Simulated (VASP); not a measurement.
# Sn (Im-3m) in VASP: notebook

Sn is run at these levels: PBEsol; tasks: relaxation of cell and atoms.

Program: VASP 6.6.1. These are calculated values, not measurements. Logs are shortened: lines on timing, memory, paths and dates and some standing lists are left out, and cuts for length are marked.

## 1. The cell of the first run

The structure is cubic, space group Im-3m (No. 229). The conventional cell has a = 3.730 Å, b = 3.730 Å, c = 3.730 Å, α = 90.00°, β = 90.00°, γ = 90.00°. Within 4.2 Å of Sn (site symmetry m-3m) lie 14 Sn at 3.23 to 3.73 Å.

## 2. Relaxation of cell and atoms, PBEsol, target pressure 20 GPa, at which the enthalpy is minimised

File INCAR:

```
SYSTEM = Sn
  PREC = Accurate
  ENCUT = 500
  EDIFF = 1E-7
  ISMEAR = 0
  SIGMA = 0.05
  LREAL = .False.
  LASPH = .True.
  NELM = 120
  ALGO = Normal
  ISIF = 3
  LWAVE = .False.
  LCHARG = .False.
  GGA = PS
  IBRION = 2
  NSW = 80
  EDIFFG = -0.01
  PSTRESS = 200.0
  GGA_COMPAT = .False.
  NELMIN = 4
```

File KPOINTS:

```
regular mesh
0
Gamma
  8 8 8
  0 0 0
```

File POSCAR:

```
Sn
1.0
    1.8650000000      1.8650000000      1.8650000000
   -1.8650000000      1.8650000000      1.8650000000
   -1.8650000000     -1.8650000000      1.8650000000
Sn
1
Direct
    0.0000000000      0.0000000000      0.0000000000
```

Potentials or basis: VASP PAW PBE potentials, release 64 (Sn_d).

Command:

```sh
$ cat potpaw_PBE.64/Sn_d/POTCAR > POTCAR
$ mpirun -np 1 vasp_std > vasp.out
```

OUTCAR:

```text
SYSTEM = Sn
   PREC = Accurate
   ENCUT = 500
   EDIFF = 1E-7
   ISMEAR = 0
   LREAL = .False.
   LASPH = .True.
   NELM = 120
   ISIF = 3
   GGA = PS
   IBRION = 2
   NSW = 80
   EDIFFG = -0.01
   PSTRESS = 200.0
   NELMIN = 4

 ion  position               nearest neighbor table
   1  0.000  0.000  0.000-

  LATTYP: Found a body centered cubic cell.
 ALAT       =     3.7300000000

  Lattice vectors:

 A1 = (   1.8650000000,  -1.8650000000,  -1.8650000000)
 A2 = (   1.8650000000,   1.8650000000,   1.8650000000)
 A3 = (  -1.8650000000,  -1.8650000000,   1.8650000000)

Analysis of symmetry for initial positions (statically):
=====================================================================
 Subroutine PRICEL returns:
 Original cell was already a primitive cell.

 Routine SETGRP: Setting up the symmetry group for a
 body centered cubic supercell.

 Subroutine GETGRP returns: Found 48 space group operations
 (whereof 48 operations were pure point group operations)
 out of a pool of 48 trial point group operations.

The static configuration has the point symmetry O_h .

Analysis of symmetry for dynamics (positions and initial velocities):
=====================================================================
 Subroutine PRICEL returns:
 Original cell was already a primitive cell.

 Routine SETGRP: Setting up the symmetry group for a
 body centered cubic supercell.

 Subroutine GETGRP returns: Found 48 space group operations
 (whereof 48 operations were pure point group operations)
 out of a pool of 48 trial point group operations.

The dynamic configuration has the point symmetry O_h .

 Subroutine INISYM returns: Found 48 space group operations
 (whereof 48 operations are pure point group operations),
 and found     1 'primitive' translations

----------------------------------------------------------------------------------------

                                     Primitive cell

  volume of cell :      25.9476

  direct lattice vectors                    reciprocal lattice vectors
     1.865000000  1.865000000  1.865000000     0.268096515  0.000000000  0.268096515
    -1.865000000  1.865000000  1.865000000    -0.268096515  0.268096515  0.000000000
    -1.865000000 -1.865000000  1.865000000     0.000000000 -0.268096515  0.268096515

  length of vectors
     3.230274756  3.230274756  3.230274756     0.379145727  0.379145727  0.379145727

  position of ions in fractional coordinates (direct lattice)
     0.000000000  0.000000000  0.000000000

  ion indices of the primitive-cell ions
   primitive index   ion index
                 1           1

----------------------------------------------------------------------------------------

 KPOINTS: regular mesh

Automatic generation of k-mesh.
 Grid dimensions read from file:
 generate k-points for:    8    8    8

 Generating k-lattice:

  Cartesian coordinates                     Fractional coordinates (reciprocal lattice)
     0.033512064  0.000000000  0.033512064     0.125000000  0.000000000  0.000000000
    -0.033512064  0.033512064  0.000000000     0.000000000  0.125000000  0.000000000
     0.000000000 -0.033512064  0.033512064     0.000000000  0.000000000  0.125000000

  Length of vectors
     0.047393216  0.047393216  0.047393216

  Shift w.r.t. Gamma in fractional coordinates (k-lattice)
     0.000000000  0.000000000  0.000000000

 Subroutine IBZKPT returns following result:
 ===========================================

 Found     29 irreducible k-points:

 Following reciprocal coordinates:
            Coordinates               Weight
  0.000000  0.000000  0.000000      1.000000
  0.125000  0.000000  0.000000     12.000000
  0.250000  0.000000  0.000000     12.000000
  0.375000  0.000000  0.000000     12.000000
  0.500000  0.000000  0.000000      6.000000
  0.250000  0.125000  0.000000     24.000000
[... 16 lines left out ...]
  0.375000  0.250000  0.250000     24.000000
  0.500000  0.250000  0.250000     12.000000
 [... further k-points ...]
   k-points           NKPTS =     29   k-points in BZ     NKDIM =     29   number of bands    NBANDS=     11
   number of dos      NEDOS =    301   number of ions     NIONS =      1
   total plane-waves  NPLWV =  13824
   dimension x,y,z NGX =    24 NGY =   24 NGZ =   24
   dimension x,y,z NGXF=    48 NGYF=   48 NGZF=   48
   ions per type =               1
   NGX,Y,Z   is equivalent  to a cutoff of  12.35, 12.35, 12.35 a.u.
   NGXF,Y,Z  is equivalent  to a cutoff of  24.70, 24.70, 24.70 a.u.
 SYSTEM =  Sn
   PREC   = accura    normal or accurate (medium, high low for compatibility)
   ISTART =      0    job   : 0-new  1-cont  2-samecut
   ICHARG =      2    charge: 1-file 2-atom 10-const
   ISPIN  =      1    spin polarized calculation?
   LNONCOLLINEAR =      F non collinear calculations
   LSORBIT =      F    spin-orbit coupling
   LASPH  =      T    aspherical Exc in radial PAW
   ENCUT  =  500.0 eV  36.75 Ry    6.06 a.u.   5.89  5.89  5.89*2*pi/ulx,y,z
   NELM   =    120;   NELMIN=  4; NELMDL= -5     # of ELM steps
   EDIFF  = 0.1E-06   stopping-criterion for ELM
   LREAL  =      F    real-space projection
   EDIFFG = -.1E-01   stopping-criterion for IOM
   NSW    =     80    number of steps for IOM
   IBRION =      2    ionic relax: 0-MD 1-quasi-New 2-CG
   NFREE  =      1    steps in history (QN), initial steepest desc. (CG)
   ISIF   =      3    stress and relaxation
   ISYM   =      2    0-nonsym 1-usesym 2-fastsym
   POTIM  = 0.5000    time-step for ionic-motion
   TEBEG  =    0.0;   TEEND  =   0.0 temperature during run
   PSTRESS=  200.0 pullay stress
   NELECT =      14.0000    total number of electrons
   NUPDOWN=      -1.0000    fix difference up-down
   EMIN   =  10.00;   EMAX   =-10.00  energy-range for DOS
   EFERMI =   0.00;   METHOD = LEGACY
   ISMEAR =     0;   SIGMA  =   0.05  broadening in eV -4-tet -1-fermi 0-gaus
   EFERMI_NEDOS =   21; number of points for ismear=-14 and -15
   IALGO  =     38    algorithm
   IMIX   =      4    mixing-type and parameters
     AMIX     =   0.40;   BMIX     =  1.00
     AMIX_MAG =   1.60;   BMIX_MAG =  1.00
  volume/ion in A,a.u.               =      25.95       175.10
  Fermi-wavevector in a.u.,A,eV,Ry     =   1.332760  2.518552 24.167344  1.776250
  Thomas-Fermi vector in A             =   2.461670
   LORBIT       =      0    0 simple, 1 ext, 2 COOP (PROOUT), +10 PAW based schemes
   GGA     = PS    functional components
   LHFCALC =     F    Hartree Fock is set to
   AEXX    =    0.0000 exact exchange contribution
   IVDW    =     0    specifies the selected vdW correction
   LEPSILON=     F    determine dielectric tensor
   LRPA    =     F    only Hartree local field effects (RPA)
 conjugate gradient relaxation of ions
 non-spin polarized calculation
 Gauss-broadening in eV      SIGMA  =   0.05
  energy-cutoff  :      500.00
  volume of cell :       25.95
 maximum number of plane-waves:       682
   NGX = 11   NGY = 11   NGZ = 11

--------------------------------------- Ionic step        1  -------------------------------------------

 number of electron      13.9999992 magnetization

 Free energy of the ion-electron system (eV)
  ---------------------------------------------------
  ext. energy  EPLUGINS =         0.00000000
  ---------------------------------------------------
  free energy    TOTEN  =        -4.21277791 eV

  energy without entropy =       -4.21192712  energy(sigma->0) =       -4.21235252

 E-fermi :   8.4106     XC(G=0): -10.7267

 val. band max:        8.3652091280   @ k =   0.5000   0.3750   0.3750
 cond. band min:       8.4574256566   @ k =   0.3750   0.2500   0.1250
 fundamental gap:      0.0922165286
 Fermi energy:         8.4105636717

 k-point     1 :       0.0000    0.0000    0.0000
  band No.  band energies     occupation
      1     -12.9820      2.00000
      2     -12.9820      2.00000
      3     -12.9820      2.00000
      4     -12.8211      2.00000
      5     -12.8211      2.00000
      6      -2.9453      2.00000
      7      16.8877      0.00000
      8      16.8877      0.00000
      9      16.8877      0.00000
     10      20.7178      0.00000
     11      20.7178      0.00000

 k-point     2 :       0.1250    0.0000    0.0000
  band No.  band energies     occupation
      1     -12.9900      2.00000
      2     -12.9713      2.00000
      3     -12.9451      2.00000
      4     -12.8296      2.00000
      5     -12.8220      2.00000
      6      -2.5905      2.00000
      7      14.2627      0.00000
      8      15.6793      0.00000
      9      16.3828      0.00000
     10      18.8860      0.00000
     11      19.2355      0.00000
[... 447 lines left out ...]
  FREE ENERGIE OF THE ION-ELECTRON SYSTEM (eV)
  ---------------------------------------------------
  free  energy   TOTEN  =        -3.9737914576 eV

  energy  without entropy=       -3.9731576186  energy(sigma->0) =       -3.97347454

  enthalpy is  TOTEN    =        -1.3248422892 eV   P V=        2.6489491684

--------------------------------------- Ionic step        5  -------------------------------------------

 number of electron      14.0000008 magnetization

 Free energy of the ion-electron system (eV)
  ---------------------------------------------------
  ext. energy  EPLUGINS =         0.00000000
  ---------------------------------------------------
  free energy    TOTEN  =        -3.96294734 eV

  energy without entropy =       -3.96223571  energy(sigma->0) =       -3.96259153

 E-fermi :  11.4102     XC(G=0): -11.7444

 val. band max:       11.3311817499   @ k =   0.3750   0.1250  -0.0000
 cond. band min:      11.4749913966   @ k =   0.5000   0.2500   0.1250
 fundamental gap:      0.1438096466
 Fermi energy:        11.4102323020

 k-point     1 :       0.0000    0.0000    0.0000
  band No.  band energies     occupation
      1     -10.3393      2.00000
      2     -10.3393      2.00000
      3     -10.3393      2.00000
      4     -10.0480      2.00000
      5     -10.0480      2.00000
      6      -1.8227      2.00000
      7      21.9627      0.00000
      8      21.9627      0.00000
      9      21.9627      0.00000
     10      23.9151      0.00000
     11      23.9151      0.00000

 k-point     2 :       0.1250    0.0000    0.0000
  band No.  band energies     occupation
      1     -10.3552      2.00000
      2     -10.3225      2.00000
      3     -10.2729      2.00000
      4     -10.0646      2.00000
      5     -10.0491      2.00000
      6      -1.4024      2.00000
      7      18.4859      0.00000
      8      20.2806      0.00000
      9      20.9798      0.00000
     10      22.6489      0.00000
     11      22.8284      0.00000
[... 330 lines left out ...]
 POSITION                                       TOTAL-FORCE (eV/Angst)
 -----------------------------------------------------------------------------------
     -0.00000     -0.00000      0.00000        -0.000000      0.000000      0.000000
 -----------------------------------------------------------------------------------
    total drift:                                0.000000     -0.000000      0.000000

  FREE ENERGIE OF THE ION-ELECTRON SYSTEM (eV)
  ---------------------------------------------------
  free  energy   TOTEN  =        -3.9629473432 eV

  energy  without entropy=       -3.9622357104  energy(sigma->0) =       -3.96259153

  enthalpy is  TOTEN    =        -1.3250029233 eV   P V=        2.6379444199

 reached required accuracy - stopping structural energy minimisation
```

It took 16 s on 1 thread of Intel Xeon 6975P-C, shared host; peak memory 0.15 GiB.

What came out:

* Free energy: -3.9629 eV
* Relaxed volume: 21.13 Å³/atom
* Relaxed cell: a = 3.017 Å, b = 3.017 Å, c = 3.017 Å, α = 70.53°, β = 109.47°, γ = 70.53°
* Space group after relaxing (to 0.05 Å): Im-3m (No. 229)
* Energy change on relaxing (the enthalpy is what falls): +249.8 meV/atom
* Ionic steps: 5
* Pressure after relaxing: 20.0 GPa
* Band gap on the k mesh: zero (band 7 reaches 21.96 eV, above the bottom of band 8 at 8.22 eV)

The path:
```
step  energy change (eV)  largest force (eV/Å)  pressure (GPa)  volume (Å³)
   1              0.0000                0.0000            0.21        25.95
   2              1.9370                0.0000           97.33        15.68
   3              0.2153                0.0000           18.13        21.42
   4              0.2390                0.0000           19.42        21.22
   5              0.2498                0.0000           20.00        21.13
```

Final structure:
```yaml
crystal:
  lattice:
    - [1.74165, 1.74165, 1.74165]
    - [-1.74165, 1.74165, 1.74165]
    - [-1.74165, -1.74165, 1.74165]
  atoms:
    - { symbol: Sn, position: [0.00000, 0.00000, 0.00000] }
```

Caveat: the cell is relaxed towards a set pressure, so the enthalpy falls and the energy may rise; the volume moved by over 15 % at a fixed basis, so the end points are rough; the PAW data sets were made with another functional, which shifts forces and pressure a little; spin-orbit coupling is left out, which moves the levels of the heavy elements.

## 3. Relaxation of cell and atoms, PBEsol, target pressure 40 GPa, at which the enthalpy is minimised

File INCAR:

```
SYSTEM = Sn
ALGO = Normal ; EDIFF = 1E-7
EDIFFG = -0.01 ; ENCUT = 500
GGA = PS ; GGA_COMPAT = .False.
IBRION = 2 ; ISIF = 3
ISMEAR = 0 ; LASPH = .True.
LCHARG = .False. ; LREAL = .False.
LWAVE = .False. ; NELM = 120
NELMIN = 4 ; NSW = 80
PREC = Accurate ; PSTRESS = 400.0
SIGMA = 0.05
```

File KPOINTS:

```
k-points
0
Gamma
  8 8 8
  0 0 0
```

POSCAR is that of step 2.

Potentials or basis: VASP PAW PBE potentials, release 64 (Sn_d).

Command:

```sh
$ cat potpaw_PBE.64/Sn_d/POTCAR > POTCAR
$ mpirun -np 1 vasp_std > vasp.out
```

It took 41 s on 1 thread of Intel Xeon 6975P-C, shared host; peak memory 0.15 GiB.

The run converged. Its results:

```
Free energy                                            : -3.5440 eV
Relaxed volume                                         : 18.84 Å³/atom
Relaxed cell                                           : a = 2.903 Å, b = 2.903 Å, c = 2.903 Å, α = 70.53°, β = 109.47°, γ = 70.53°
Space group after relaxing (to 0.05 Å)                 : Im-3m (No. 229)
Energy change on relaxing (the enthalpy is what falls) : +668.8 meV/atom
Ionic steps                                            : 9
Pressure after relaxing                                : 40.0 GPa
Band gap on the k mesh                                 : zero (band 7 reaches 25.27 eV, above the bottom of band 8 at 9.66 eV)
```

Step by step:
```tsv
step	energy change (eV)	largest force (eV/Å)	pressure (GPa)	volume (Å³)
1	0.0000	0.0000	0.21	25.95
2	17.7176	0.0000	944.03	8.49
3	0.0705	0.0000	8.89	23.18
4	0.2038	0.0000	17.44	21.53
5	0.7460	0.0000	43.43	18.54
6	0.6605	0.0000	39.66	18.87
7	0.6923	0.0000	41.05	18.75
8	0.6210	0.0000	38.04	19.03
9	0.6688	0.0000	40.01	18.84
```

Final structure:
```xyz
1
Lattice="1.6762 1.6762 1.6762 -1.6762 1.6762 1.6762 -1.6762 -1.6762 1.6762" Properties=species:S:1:pos:R:3 pbc="T T T"
Sn    0.0000    0.0000    0.0000
```

Levels at points of the mesh, in eV from the Fermi level:
| k point | band 5 | band 6 | band 7 | band 8 | band 9 | band 10 |
| --- | --- | --- | --- | --- | --- | --- |
| (0.00, 0.00, 0.00) | -21.63 | -14.42 | 11.94 | 11.94 | 11.94 | 12.56 |
| (0.50, 0.00, 0.00) | -21.38 | -6.99 | -6.73 | 4.91 | 6.40 | 9.72 |
| (0.50, 0.50, 0.50) | -21.44 | -1.09 | -1.09 | -1.09 | 0.06 | 3.74 |

Caveat: the cell is relaxed towards a set pressure, so the enthalpy falls and the energy may rise; the volume moved by over 15 % at a fixed basis, so the end points are rough; the PAW data sets were made with another functional, which shifts forces and pressure a little; spin-orbit coupling is left out, which moves the levels of the heavy elements.

## 4. Relaxation of cell and atoms, PBEsol, target pressure 60 GPa, at which the enthalpy is minimised

File INCAR:

```
ALGO = Normal ; EDIFF = 1E-7
EDIFFG = -0.01 ; ENCUT = 500
GGA = PS ; GGA_COMPAT = F
IBRION = 2 ; ISIF = 3
ISMEAR = 0 ; LASPH = T
LCHARG = F ; LREAL = F
LWAVE = F ; NELM = 120
NELMIN = 4 ; NSW = 80
PREC = Accurate ; PSTRESS = 600.0
SIGMA = 0.05
```

File KPOINTS:

```
k-points
0
Gamma
  8 8 8
```

POSCAR is that of step 3.

Command:

```sh
$ cat potpaw_PBE.64/Sn_d/POTCAR > POTCAR
$ mpirun -np 1 vasp_std > vasp.out
```

It took 48 s on 1 thread of Intel Xeon 6975P-C, shared host; peak memory 0.17 GiB.

Results (log left out):

- Free energy: -3.0960 eV
- Relaxed volume: 17.38 Å³/atom
- Relaxed cell: a = 2.826 Å, b = 2.826 Å, c = 2.826 Å, α = 70.53°, β = 109.47°, γ = 70.53°
- Space group after relaxing (to 0.05 Å): Im-3m (No. 229)
- Energy change on relaxing (the enthalpy is what falls): +1116.8 meV/atom
- Ionic steps: 10
- Pressure after relaxing: 60.0 GPa
- Band gap on the k mesh: zero (band 7 reaches 27.34 eV, above the bottom of band 8 at 10.78 eV)

Step by step:
```tsv
step	energy change (eV)	largest force (eV/Å)	pressure (GPa)	volume (Å³)
1	0.0000	0.0000	0.21	25.95
2	103.8410	0.0000	7402.60	3.93
3	0.1132	0.0000	11.90	22.52
4	0.2111	0.0000	17.86	21.46
5	1.3835	0.0000	72.10	16.73
6	1.0592	0.0000	57.39	17.54
7	1.1143	0.0000	59.88	17.39
8	1.1710	0.0000	62.45	17.24
9	0.9667	0.0000	53.25	17.81
10	1.1168	0.0000	59.98	17.38
```

Final structure:
```cif
data_structure
_symmetry_space_group_name_H-M 'P 1'
_symmetry_Int_Tables_number 1
_cell_length_a 2.8265
_cell_length_b 2.8265
_cell_length_c 2.8265
_cell_angle_alpha 70.529
_cell_angle_beta 109.471
_cell_angle_gamma 70.529
_cell_volume 17.38
loop_
_atom_site_label
_atom_site_type_symbol
_atom_site_fract_x
_atom_site_fract_y
_atom_site_fract_z
_atom_site_occupancy
Sn1 Sn 0.00000 0.00000 0.00000 1
```

Levels at points of the mesh, in eV from the Fermi level:
| k point | band 5 | band 6 | band 7 | band 8 | band 9 | band 10 |
| --- | --- | --- | --- | --- | --- | --- |
| (0.00, 0.00, 0.00) | -21.78 | -15.33 | 12.54 | 12.54 | 13.01 | 13.01 |
| (0.50, 0.00, 0.00) | -21.47 | -7.34 | -7.14 | 5.22 | 6.50 | 10.12 |
| (0.50, 0.50, 0.50) | -21.55 | -1.28 | -1.28 | -1.28 | 0.76 | 3.75 |

Caveat: the cell is relaxed towards a set pressure, so the enthalpy falls and the energy may rise; the volume moved by over 15 % at a fixed basis, so the end points are rough; the PAW data sets were made with another functional, which shifts forces and pressure a little; spin-orbit coupling is left out, which moves the levels of the heavy elements.

## 5. Overview

| cell | gap on the mesh (eV) | pressure (GPa) |
| --- | --- | --- |
| relaxed to 20 GPa | none | 20.0 |
| relaxed to 40 GPa | none | 40.0 |
| relaxed to 60 GPa | none | 60.0 |

Alike in all rows: task relaxation of cell and atoms; level PBEsol; potentials or basis VASP PAW PBE potentials, release 64 (Sn_d); no spin polarisation; k mesh 8 × 8 × 8; cutoff (eV) 500; smearing gaussian 0.05 eV.

Caveats: the cell is relaxed towards a set pressure, so the enthalpy falls and the energy may rise; the volume moved by over 15 % at a fixed basis, so the end points are rough; the PAW data sets were made with another functional, which shifts forces and pressure a little; spin-orbit coupling is left out, which moves the levels of the heavy elements.

Absolute energies hang on the potentials; compare differences alone.
